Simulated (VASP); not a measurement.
# Na (Im-3m) in VASP: relaxation of cell and atoms with PBEsol

Aim: the relaxation of cell and atoms of Na with PBEsol.

Program: VASP 6.6.1. These are calculated values, not measurements. Logs are shortened: lines on timing, memory, paths and dates and some standing lists are left out, and cuts for length are marked.

**1. The cell of the first run**

The structure is cubic, space group Im-3m (No. 229). The conventional cell has a = 4.169 Å, b = 4.169 Å, c = 4.169 Å, α = 90.00°, β = 90.00°, γ = 90.00°. Within 4.7 Å of Na (site symmetry m-3m) lie 14 Na at 3.61 to 4.17 Å.

**2. Relaxation of cell and atoms, PBEsol**

Input file INCAR:

```
  PREC = Accurate
  ENCUT = 600
  EDIFF = 1E-6
  ISMEAR = -1
  SIGMA = 0.15
  LREAL = F
  LASPH = T
  NELM = 100
  ALGO = Normal
  ISIF = 3
  LWAVE = F
  LCHARG = F
  GGA = PS
  IBRION = 2
  NSW = 80
  EDIFFG = -0.001
```

Input file KPOINTS:

```
regular mesh
0
Gamma
  16 16 16
```

Input file POSCAR:

```
Na
1.0
   -2.0845819163      2.0845819163      2.0845819163
    2.0845819163     -2.0845819163      2.0845819163
    2.0845819163      2.0845819163     -2.0845819163
Na
1
Direct
    0.0000000000      0.0000000000      0.0000000000
```

Potentials or basis: VASP PAW PBE potentials, release 64 (Na_pv).

Command:

```sh
cat potpaw_PBE.64/Na_pv/POTCAR > POTCAR
mpirun -np 1 vasp_std > vasp.out
```

OUTCAR:

```text
PREC = Accurate
   ENCUT = 600
   EDIFF = 1E-6
   ISMEAR = -1
   LREAL = F
   LASPH = T
   NELM = 100
   ISIF = 3
   GGA = PS
   IBRION = 2
   NSW = 80
   EDIFFG = -0.001

 ion  position               nearest neighbor table
   1  0.000  0.000  0.000-

  LATTYP: Found a body centered cubic cell.
 ALAT       =     4.1691638326

  Lattice vectors:

 A1 = (  -2.0845819163,   2.0845819163,   2.0845819163)
 A2 = (   2.0845819163,  -2.0845819163,   2.0845819163)
 A3 = (   2.0845819163,   2.0845819163,  -2.0845819163)

Analysis of symmetry for initial positions (statically):
=====================================================================
 Subroutine PRICEL returns:
 Original cell was already a primitive cell.

 Routine SETGRP: Setting up the symmetry group for a
 body centered cubic supercell.

 Subroutine GETGRP returns: Found 48 space group operations
 (whereof 48 operations were pure point group operations)
 out of a pool of 48 trial point group operations.

The static configuration has the point symmetry O_h .

Analysis of symmetry for dynamics (positions and initial velocities):
=====================================================================
 Subroutine PRICEL returns:
 Original cell was already a primitive cell.

 Routine SETGRP: Setting up the symmetry group for a
 body centered cubic supercell.

 Subroutine GETGRP returns: Found 48 space group operations
 (whereof 48 operations were pure point group operations)
 out of a pool of 48 trial point group operations.

The dynamic configuration has the point symmetry O_h .

 Subroutine INISYM returns: Found 48 space group operations
 (whereof 48 operations are pure point group operations),
 and found     1 'primitive' translations

----------------------------------------------------------------------------------------

                                     Primitive cell

  volume of cell :      36.2341

  direct lattice vectors                    reciprocal lattice vectors
    -2.084581916  2.084581916  2.084581916     0.000000000  0.239856249  0.239856249
     2.084581916 -2.084581916  2.084581916     0.239856249  0.000000000  0.239856249
     2.084581916  2.084581916 -2.084581916     0.239856249  0.239856249  0.000000000

  length of vectors
     3.610601792  3.610601792  3.610601792     0.339207961  0.339207961  0.339207961

  position of ions in fractional coordinates (direct lattice)
     0.000000000  0.000000000  0.000000000

  ion indices of the primitive-cell ions
   primitive index   ion index
                 1           1

----------------------------------------------------------------------------------------

 KPOINTS: regular mesh

Automatic generation of k-mesh.
 Grid dimensions read from file:
 generate k-points for:   16   16   16

 Generating k-lattice:

  Cartesian coordinates                     Fractional coordinates (reciprocal lattice)
     0.000000000  0.014991016  0.014991016     0.062500000  0.000000000  0.000000000
     0.014991016  0.000000000  0.014991016     0.000000000  0.062500000  0.000000000
     0.014991016  0.014991016  0.000000000     0.000000000  0.000000000  0.062500000

  Length of vectors
     0.021200498  0.021200498  0.021200498

  Shift w.r.t. Gamma in fractional coordinates (k-lattice)
     0.000000000  0.000000000  0.000000000

 Subroutine IBZKPT returns following result:
 ===========================================

 Found    145 irreducible k-points:

 Following reciprocal coordinates:
            Coordinates               Weight
  0.000000  0.000000  0.000000      1.000000
  0.062500  0.000000  0.000000     12.000000
  0.125000  0.000000  0.000000     12.000000
  0.187500  0.000000  0.000000     12.000000
  0.250000  0.000000  0.000000     12.000000
  0.312500  0.000000  0.000000     12.000000
[... 16 lines left out ...]
  0.187500  0.187500  0.000000     24.000000
  0.250000  0.187500  0.000000     48.000000
 [... further k-points ...]
   k-points           NKPTS =    145   k-points in BZ     NKDIM =    145   number of bands    NBANDS=      7
   number of dos      NEDOS =    301   number of ions     NIONS =      1
   total plane-waves  NPLWV =  27000
   dimension x,y,z NGX =    30 NGY =   30 NGZ =   30
   dimension x,y,z NGXF=    60 NGYF=   60 NGZF=   60
   ions per type =               1
   NGX,Y,Z   is equivalent  to a cutoff of  13.81, 13.81, 13.81 a.u.
   NGXF,Y,Z  is equivalent  to a cutoff of  27.63, 27.63, 27.63 a.u.
 SYSTEM =  unknown system
   PREC   = accura    normal or accurate (medium, high low for compatibility)
   ISTART =      0    job   : 0-new  1-cont  2-samecut
   ICHARG =      2    charge: 1-file 2-atom 10-const
   ISPIN  =      1    spin polarized calculation?
   LNONCOLLINEAR =      F non collinear calculations
   LSORBIT =      F    spin-orbit coupling
   LASPH  =      T    aspherical Exc in radial PAW
   ENCUT  =  600.0 eV  44.10 Ry    6.64 a.u.   7.21  7.21  7.21*2*pi/ulx,y,z
   NELM   =    100;   NELMIN=  2; NELMDL= -5     # of ELM steps
   EDIFF  = 0.1E-05   stopping-criterion for ELM
   LREAL  =      F    real-space projection
   EDIFFG = -.1E-02   stopping-criterion for IOM
   NSW    =     80    number of steps for IOM
   IBRION =      2    ionic relax: 0-MD 1-quasi-New 2-CG
   NFREE  =      1    steps in history (QN), initial steepest desc. (CG)
   ISIF   =      3    stress and relaxation
   ISYM   =      2    0-nonsym 1-usesym 2-fastsym
   POTIM  = 0.5000    time-step for ionic-motion
   TEBEG  =    0.0;   TEEND  =   0.0 temperature during run
   PSTRESS=    0.0 pullay stress
   NELECT =       7.0000    total number of electrons
   NUPDOWN=      -1.0000    fix difference up-down
   EMIN   =  10.00;   EMAX   =-10.00  energy-range for DOS
   EFERMI =   0.00;   METHOD = LEGACY
   ISMEAR =    -1;   SIGMA  =   0.15  broadening in eV -4-tet -1-fermi 0-gaus
   EFERMI_NEDOS =   21; number of points for ismear=-14 and -15
   IALGO  =     38    algorithm
   IMIX   =      4    mixing-type and parameters
     AMIX     =   0.40;   BMIX     =  1.00
     AMIX_MAG =   1.60;   BMIX_MAG =  1.00
  volume/ion in A,a.u.               =      36.23       244.52
  Fermi-wavevector in a.u.,A,eV,Ry     =   0.946387  1.788411 12.186023  0.895647
  Thomas-Fermi vector in A             =   2.074379
   LORBIT       =      0    0 simple, 1 ext, 2 COOP (PROOUT), +10 PAW based schemes
   GGA     = PS    functional components
   LHFCALC =     F    Hartree Fock is set to
   AEXX    =    0.0000 exact exchange contribution
   IVDW    =     0    specifies the selected vdW correction
   LEPSILON=     F    determine dielectric tensor
   LRPA    =     F    only Hartree local field effects (RPA)
 conjugate gradient relaxation of ions
 non-spin polarized calculation
  energy-cutoff  :      600.00
  volume of cell :       36.23
 maximum number of plane-waves:      1264
 NGX is ok and might be reduce to    30
   NGX = 15   NGY = 15   NGZ = 15

--------------------------------------- Ionic step        1  -------------------------------------------

 number of electron       6.9999991 magnetization

 Free energy of the ion-electron system (eV)
  ---------------------------------------------------
  ext. energy  EPLUGINS =         0.00000000
  ---------------------------------------------------
  free energy    TOTEN  =        -1.41685836 eV

  energy without entropy =       -1.38241595  energy(sigma->0) =       -1.39963716

------------------------ aborting loop because EDIFF is reached ----------------------------------------

  FORCE on cell =-STRESS in cart. coord.  units (eV):
  Direction    XX          YY          ZZ          XY          YZ          ZX
  --------------------------------------------------------------------------------------
  -------------------------------------------------------------------------------------
  Total        0.0045916      0.0045916      0.0045916      0.0000000     -0.0000000      0.0000000
  in kB        0.2030266      0.2030266      0.2030266      0.0000000     -0.0000000      0.0000000
  external PRESSURE =       0.2030266 kB  Pullay stress =       0.0000000 kB
[... 195 lines left out ...]
  energy  without entropy=       -1.3823553602  energy(sigma->0) =       -1.39961805

--------------------------------------- Ionic step        7  -------------------------------------------

 number of electron       6.9999990 magnetization

 Free energy of the ion-electron system (eV)
  ---------------------------------------------------
  ext. energy  EPLUGINS =         0.00000000
  ---------------------------------------------------
  free energy    TOTEN  =        -1.41688149 eV

  energy without entropy =       -1.38234617  energy(sigma->0) =       -1.39961383

 E-fermi :   0.3551     XC(G=0):  -6.5495

 val. band max:        0.3475883482   @ k =  -0.3750   0.4375   0.1250
 cond. band min:       0.4083905616   @ k =  -0.4375   0.4375   0.0625
 fundamental gap:      0.0608022134
 Fermi energy:         0.3550578202

 k-point     1 :       0.0000    0.0000    0.0000
  band No.  band energies     occupation
      1     -24.4134      2.00000
      2     -24.4134      2.00000
      3     -24.4134      2.00000
      4      -2.9588      2.00000
      5      12.2091      0.00000
      6      12.2091      0.00000
      7      12.2091      0.00000
[... 221 lines left out ...]
 k-point    24 :       0.2500    0.1875    0.0000
  band No.  band energies     occupation
      1     -24.4434      2.00000
      2     -24.4258      2.00000
      3     -24.4165      2.00000
      4      -0.4408      1.99012
      5       4.6602      0.00000
      6       5.9354      0.00000
      7       9.0874      0.00000

 [... further k-points ...]
[... 5 lines left out ...]
  --------------------------------------------------------------------------------------
  -------------------------------------------------------------------------------------
  Total       -0.0000734     -0.0000734     -0.0000734      0.0000000      0.0000000     -0.0000000
  in kB       -0.0032290     -0.0032290     -0.0032290      0.0000000      0.0000000     -0.0000000
  external PRESSURE =      -0.0032290 kB  Pullay stress =       0.0000000 kB
[... 16 lines left out ...]
  FREE ENERGIE OF THE ION-ELECTRON SYSTEM (eV)
  ---------------------------------------------------
  free  energy   TOTEN  =        -1.4168814891 eV

  energy  without entropy=       -1.3823461715  energy(sigma->0) =       -1.39961383

 reached required accuracy - stopping structural energy minimisation
```

It took 84 s on 1 thread of Intel Xeon Platinum 8488C (Sapphire Rapids), shared host; peak memory 0.18 GiB.

What came out:

```yaml
Free_energy: -1.4169 eV
Relaxed_volume: 36.40 Å³/atom
Relaxed_cell: a = 3.616 Å, b = 3.616 Å, c = 3.616 Å, α = 109.47°, β = 109.47°, γ = 109.47°
Space_group_after_relaxing_to_0.05_Å: Im-3m (No. 229)
Energy_gained_by_relaxing: 0.0 meV/atom
Ionic_steps: 7
Pressure_after_relaxing: 0.0 GPa
```

Final structure:
```cif
data_structure
_symmetry_space_group_name_H-M 'P 1'
_symmetry_Int_Tables_number 1
_cell_length_a 3.6161
_cell_length_b 3.6161
_cell_length_c 3.6161
_cell_angle_alpha 109.471
_cell_angle_beta 109.471
_cell_angle_gamma 109.471
_cell_volume 36.40
loop_
_atom_site_label
_atom_site_type_symbol
_atom_site_fract_x
_atom_site_fract_y
_atom_site_fract_z
_atom_site_occupancy
Na1 Na 0.00000 0.00000 0.00000 1
```

Caveat: the PAW data sets were made with another functional, which shifts forces and pressure a little.
